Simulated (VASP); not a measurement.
# SrMg (Pm-3m) in VASP: a series of runs

SrMg is run at these levels: LDA; tasks: single point.

Everything below comes from runs of VASP 6.6.1. Logs are shortened: lines on timing, memory, paths and dates and some standing lists are left out, and cuts for length are marked.

## (1) The cell of the first run

The structure is cubic, space group Pm-3m (No. 221). Conventional cell: a = 3.847 Å, b = 3.847 Å, c = 3.847 Å, α = 90.00°, β = 90.00°, γ = 90.00°. Sr (site symmetry m-3m) has 8 Mg at 3.33 Å and 6 Sr at 3.85 Å within 4.4 Å. Mg (site symmetry m-3m) has 8 Sr at 3.33 Å and 6 Mg at 3.85 Å within 4.4 Å.

## (2) Single point, LDA (volume scaled by 0.96)

Input file INCAR:

```
SYSTEM = SrMg
PREC = Accurate ; ENCUT = 520
EDIFF = 1E-6 ; ISMEAR = -1
SIGMA = 0.05 ; LREAL = .FALSE.
LASPH = .TRUE. ; NELM = 100
ALGO = Normal ; ISIF = 2
LWAVE = .FALSE. ; LCHARG = .TRUE.
GGA = CA ; LELF = .TRUE.
LVHAR = .TRUE. ; NBANDS = 13
```

Input file KPOINTS:

```
regular mesh
0
G
  9 9 9
  0 0 0
```

Input file POSCAR:

```
SrMg
1.0
    3.8472908360      0.0000000000      0.0000000000
    0.0000000000      3.8472908360      0.0000000000
    0.0000000000      0.0000000000      3.8472908360
Sr Mg
1 1
Direct
    0.5000000000      0.5000000000      0.5000000000
    0.0000000000      0.0000000000      0.0000000000
```

Potentials or basis: VASP PAW LDA potentials, release 64 (Sr_sv, Mg).

Command:

```
$ cat potpaw_LDA.64/Sr_sv/POTCAR potpaw_LDA.64/Mg/POTCAR > POTCAR
$ mpirun -np 1 vasp_std > vasp.out
```

OUTCAR:

```text
SYSTEM = SrMg
   PREC = Accurate
   ENCUT = 520
   EDIFF = 1E-6
   ISMEAR = -1
   LREAL = .FALSE.
   LASPH = .TRUE.
   NELM = 100
   ISIF = 2
   GGA = CA

 ion  position               nearest neighbor table
   1  0.500  0.500  0.500-   2 3.33   2 3.33   2 3.33   2 3.33   2 3.33   2 3.33   2 3.33   2 3.33

   2  0.000  0.000  0.000-   1 3.33   1 3.33   1 3.33   1 3.33   1 3.33   1 3.33   1 3.33   1 3.33

  LATTYP: Found a simple cubic cell.
 ALAT       =     3.8472908360

  Lattice vectors:

 A1 = (   3.8472908360,   0.0000000000,   0.0000000000)
 A2 = (   0.0000000000,   3.8472908360,   0.0000000000)
 A3 = (   0.0000000000,   0.0000000000,   3.8472908360)

Analysis of symmetry for initial positions (statically):
=====================================================================
 Subroutine PRICEL returns:
 Original cell was already a primitive cell.

 Routine SETGRP: Setting up the symmetry group for a
 simple cubic supercell.

 Subroutine GETGRP returns: Found 48 space group operations
 (whereof 48 operations were pure point group operations)
 out of a pool of 48 trial point group operations.

The static configuration has the point symmetry O_h .

Analysis of symmetry for dynamics (positions and initial velocities):
=====================================================================
 Subroutine PRICEL returns:
 Original cell was already a primitive cell.

 Routine SETGRP: Setting up the symmetry group for a
 simple cubic supercell.

 Subroutine GETGRP returns: Found 48 space group operations
 (whereof 48 operations were pure point group operations)
 out of a pool of 48 trial point group operations.

The dynamic configuration has the point symmetry O_h .

 Subroutine INISYM returns: Found 48 space group operations
 (whereof 48 operations are pure point group operations),
 and found     1 'primitive' translations

----------------------------------------------------------------------------------------

                                     Primitive cell

  volume of cell :      56.9462

  direct lattice vectors                    reciprocal lattice vectors
     3.847290836  0.000000000  0.000000000     0.259923162  0.000000000  0.000000000
     0.000000000  3.847290836  0.000000000     0.000000000  0.259923162  0.000000000
     0.000000000  0.000000000  3.847290836     0.000000000  0.000000000  0.259923162

  length of vectors
     3.847290836  3.847290836  3.847290836     0.259923162  0.259923162  0.259923162

  position of ions in fractional coordinates (direct lattice)
     0.500000000  0.500000000  0.500000000
     0.000000000  0.000000000  0.000000000

  ion indices of the primitive-cell ions
   primitive index   ion index
                 1           1
                 2           2

----------------------------------------------------------------------------------------

 KPOINTS: regular mesh

Automatic generation of k-mesh.
 Grid dimensions read from file:
 generate k-points for:    9    9    9

 Generating k-lattice:

  Cartesian coordinates                     Fractional coordinates (reciprocal lattice)
     0.028880351  0.000000000  0.000000000     0.111111111  0.000000000  0.000000000
     0.000000000  0.028880351  0.000000000     0.000000000  0.111111111  0.000000000
     0.000000000  0.000000000  0.028880351     0.000000000  0.000000000  0.111111111

  Length of vectors
     0.028880351  0.028880351  0.028880351

  Shift w.r.t. Gamma in fractional coordinates (k-lattice)
     0.000000000  0.000000000  0.000000000

 Subroutine IBZKPT returns following result:
 ===========================================

 Found     35 irreducible k-points:

 Following reciprocal coordinates:
            Coordinates               Weight
  0.000000  0.000000  0.000000      1.000000
  0.111111  0.000000  0.000000      6.000000
  0.222222  0.000000  0.000000      6.000000
  0.333333  0.000000  0.000000      6.000000
  0.444444  0.000000  0.000000      6.000000
  0.111111  0.111111  0.000000     12.000000
[... 16 lines left out ...]
  0.333333  0.333333  0.111111     24.000000
  0.444444  0.333333  0.111111     48.000000
 [... further k-points ...]
   k-points           NKPTS =     35   k-points in BZ     NKDIM =     35   number of bands    NBANDS=     13
   number of dos      NEDOS =    301   number of ions     NIONS =      2
   total plane-waves  NPLWV =  27000
   dimension x,y,z NGX =    30 NGY =   30 NGZ =   30
   dimension x,y,z NGXF=    60 NGYF=   60 NGZF=   60
   ions per type =               1   1
   NGX,Y,Z   is equivalent  to a cutoff of  12.96, 12.96, 12.96 a.u.
   NGXF,Y,Z  is equivalent  to a cutoff of  25.93, 25.93, 25.93 a.u.
 SYSTEM =  SrMg
   PREC   = accura    normal or accurate (medium, high low for compatibility)
   ISTART =      0    job   : 0-new  1-cont  2-samecut
   ICHARG =      2    charge: 1-file 2-atom 10-const
   ISPIN  =      1    spin polarized calculation?
   LNONCOLLINEAR =      F non collinear calculations
   LSORBIT =      F    spin-orbit coupling
   LASPH  =      T    aspherical Exc in radial PAW
   ENCUT  =  520.0 eV  38.22 Ry    6.18 a.u.   7.15  7.15  7.15*2*pi/ulx,y,z
   NELM   =    100;   NELMIN=  2; NELMDL= -5     # of ELM steps
   EDIFF  = 0.1E-05   stopping-criterion for ELM
   LREAL  =      F    real-space projection
   EDIFFG = 0.1E-04   stopping-criterion for IOM
   NSW    =      0    number of steps for IOM
   IBRION =     -1    ionic relax: 0-MD 1-quasi-New 2-CG
   NFREE  =      0    steps in history (QN), initial steepest desc. (CG)
   ISIF   =      2    stress and relaxation
   ISYM   =      2    0-nonsym 1-usesym 2-fastsym
   POTIM  = 0.5000    time-step for ionic-motion
   TEBEG  =    0.0;   TEEND  =   0.0 temperature during run
   PSTRESS=    0.0 pullay stress
   NELECT =      12.0000    total number of electrons
   NUPDOWN=      -1.0000    fix difference up-down
   EMIN   =  10.00;   EMAX   =-10.00  energy-range for DOS
   EFERMI =   0.00;   METHOD = LEGACY
   ISMEAR =    -1;   SIGMA  =   0.05  broadening in eV -4-tet -1-fermi 0-gaus
   EFERMI_NEDOS =   21; number of points for ismear=-14 and -15
   IALGO  =     38    algorithm
   IMIX   =      4    mixing-type and parameters
     AMIX     =   0.40;   BMIX     =  1.00
     AMIX_MAG =   1.60;   BMIX_MAG =  1.00
  volume/ion in A,a.u.               =      28.47       192.15
  Fermi-wavevector in a.u.,A,eV,Ry     =   0.974197  1.840966 12.912749  0.949060
  Thomas-Fermi vector in A             =   2.104638
   LORBIT       =      0    0 simple, 1 ext, 2 COOP (PROOUT), +10 PAW based schemes
   GGA     = CA    functional components
   LHFCALC =     F    Hartree Fock is set to
   AEXX    =    0.0000 exact exchange contribution
   IVDW    =     0    specifies the selected vdW correction
   LEPSILON=     F    determine dielectric tensor
   LRPA    =     F    only Hartree local field effects (RPA)
 non-spin polarized calculation
  energy-cutoff  :      520.00
  volume of cell :       56.95
 maximum number of plane-waves:      1551
 NGX is ok and might be reduce to    30
   NGX = 15   NGY = 15   NGZ = 15

 number of electron      12.0000000 magnetization

 Free energy of the ion-electron system (eV)
  ---------------------------------------------------
  ext. energy  EPLUGINS =         0.00000000
  ---------------------------------------------------
  free energy    TOTEN  =        -3.78896690 eV

  energy without entropy =       -3.77829877  energy(sigma->0) =       -3.78363283

 E-fermi :   2.8024     XC(G=0):  -9.0013

 val. band max:        2.7997471695   @ k =   0.4444   0.3333   0.2222
 cond. band min:       2.8196670356   @ k =   0.2222   0.0000   0.0000
 fundamental gap:      0.0199198660
 Fermi energy:         2.8023886391

 k-point     1 :       0.0000    0.0000    0.0000
  band No.  band energies     occupation
      1     -32.5227      2.00000
      2     -14.5684      2.00000
      3     -14.5684      2.00000
      4     -14.5684      2.00000
      5      -2.5414      2.00000
      6       3.3572      0.00003
      7       3.3572      0.00003
      8       7.4381      0.00000
      9       7.4381      0.00000
     10       7.4381      0.00000
     11       8.0025      0.00000
     12       8.0025      0.00000
     13       8.0025      0.00000

 k-point     2 :       0.1111    0.0000    0.0000
  band No.  band energies     occupation
      1     -32.5202      2.00000
      2     -14.6114      2.00000
      3     -14.5646      2.00000
      4     -14.5646      2.00000
      5      -2.3777      2.00000
      6       3.2757      0.00015
      7       3.4470      0.00001
      8       6.7995      0.00000
      9       6.7995      0.00000
     10       7.1766      0.00000
     11       8.0500      0.00000
     12       8.6634      0.00000
     13       8.6634      0.00000

 k-point     3 :       0.2222    0.0000    0.0000
  band No.  band energies     occupation
      1     -32.5138      2.00000
      2     -14.7180      2.00000
      3     -14.5550      2.00000
      4     -14.5550      2.00000
      5      -1.9081      2.00000
      6       2.8197      0.82892
      7       3.7009      0.00000
      8       6.0618      0.00000
      9       6.0618      0.00000
     10       7.1457      0.00000
     11       8.1765      0.00000
     12       9.4984      0.00000
     13       9.4984      0.00000
[... 305 lines left out ...]
 k-point    23 :       0.3333    0.3333    0.1111
  band No.  band energies     occupation
      1     -32.4886      2.00000
      2     -14.7963      2.00000
      3     -14.7849      2.00000
      4     -14.5587      2.00000
      5      -0.1152      2.00000
      6       2.3422      1.99980
      7       3.0763      0.00832
      8       4.8468      0.00000
      9       5.5318      0.00000
     10       6.3002      0.00000
     11       9.1430      0.00000
     12       9.1494      0.00000
     13       9.8954      0.00000

 k-point    24 :       0.4444    0.3333    0.1111
  band No.  band energies     occupation
      1     -32.4840      2.00000
      2     -14.8609      2.00000
      3     -14.7790      2.00000
      4     -14.5512      2.00000
      5       0.3095      2.00000
      6       1.9563      2.00000
      7       3.1877      0.00090
      8       4.4878      0.00000
      9       5.8317      0.00000
     10       6.2356      0.00000
     11       9.0143      0.00000
     12       9.4077      0.00000
     13       9.7911      0.00000

 [... further k-points ...]
[... 5 lines left out ...]
  --------------------------------------------------------------------------------------
  -------------------------------------------------------------------------------------
  Total        1.7172116      1.7172116      1.7172116      0.0000000      0.0000000      0.0000000
  in kB       48.3135936     48.3135936     48.3135936      0.0000000      0.0000000      0.0000000
  external PRESSURE =      48.3135936 kB  Pullay stress =       0.0000000 kB

 VOLUME and BASIS-vectors are now :
 -----------------------------------------------------------------------------
  energy-cutoff  :      520.00
  volume of cell :       56.95
      direct lattice vectors                 reciprocal lattice vectors
     3.847290836  0.000000000  0.000000000     0.259923162  0.000000000  0.000000000
     0.000000000  3.847290836  0.000000000     0.000000000  0.259923162  0.000000000
     0.000000000  0.000000000  3.847290836     0.000000000  0.000000000  0.259923162

 POSITION                                       TOTAL-FORCE (eV/Angst)
 -----------------------------------------------------------------------------------
      1.92365      1.92365      1.92365         0.000000      0.000000      0.000000
      0.00000      0.00000      0.00000         0.000000      0.000000      0.000000
 -----------------------------------------------------------------------------------
    total drift:                                0.000000      0.000000      0.000000

  FREE ENERGIE OF THE ION-ELECTRON SYSTEM (eV)
  ---------------------------------------------------
  free  energy   TOTEN  =        -3.7889668953 eV

  energy  without entropy=       -3.7782987746  energy(sigma->0) =       -3.78363283
```

Wall time 22 s (1 thread of AMD EPYC 7R13 (Zen 3), shared host); peak memory 0.13 GiB.

What came out:

| Item | Value |
| --- | --- |
| Free energy | -3.7890 eV |
| Pressure | 4.8 GPa |
| Band gap on the k mesh | zero (band 6 reaches 3.40 eV, above the bottom of band 7 at 1.99 eV) |

Levels at points of the mesh, in eV from the Fermi level:
```
           k point  band 2  band 3  band 4  band 5  band 6  band 7  band 8  band 9  band 10  band 11
(0.00, 0.00, 0.00)  -17.37  -17.37  -17.37   -5.34    0.55    0.55    4.64    4.64     4.64     5.20
```

## (3) Single point, LDA (volume scaled by 0.99)

Input file INCAR:

```
SYSTEM = SrMg
PREC = Accurate
ENCUT = 520
EDIFF = 1E-6
ISMEAR = -1
SIGMA = 0.05
LREAL = .False.
LASPH = .True.
NELM = 80
ALGO = Normal
ISIF = 2
LWAVE = .False.
LCHARG = .False.
GGA = CA
NBANDS = 13
```

Input file KPOINTS:

```
regular mesh
0
Gamma
  9 9 9
  0 0 0
```

Input file POSCAR:

```
SrMg
1.0
    3.8869564243      0.0000000000      0.0000000000
    0.0000000000      3.8869564243      0.0000000000
    0.0000000000      0.0000000000      3.8869564243
Sr Mg
1 1
Direct
    0.5000000000      0.5000000000      0.5000000000
    0.0000000000      0.0000000000      0.0000000000
```

Potentials or basis: VASP PAW LDA potentials, release 64 (Sr_sv, Mg).

Command:

```
$ cat potpaw_LDA.64/Sr_sv/POTCAR potpaw_LDA.64/Mg/POTCAR > POTCAR
$ mpirun -np 1 vasp_std > vasp.out
```

Wall time 24 s (1 thread of AMD EPYC 7R13 (Zen 3), shared host); peak memory 0.13 GiB.

The run converged. Its results:

- Free energy: -3.8360 eV
- Pressure: 3.6 GPa
- Band gap on the k mesh: zero (band 6 reaches 3.27 eV, above the bottom of band 7 at 1.89 eV)

Levels at points of the mesh, in eV from the Fermi level:
| k point | band 3 | band 4 | band 5 | band 6 | band 7 | band 8 | band 9 | band 10 |
| --- | --- | --- | --- | --- | --- | --- | --- | --- |
| (0.00, 0.00, 0.00) | -17.44 | -17.44 | -5.28 | 0.59 | 0.59 | 4.49 | 4.49 | 4.49 |

[end of part 1 of 2]
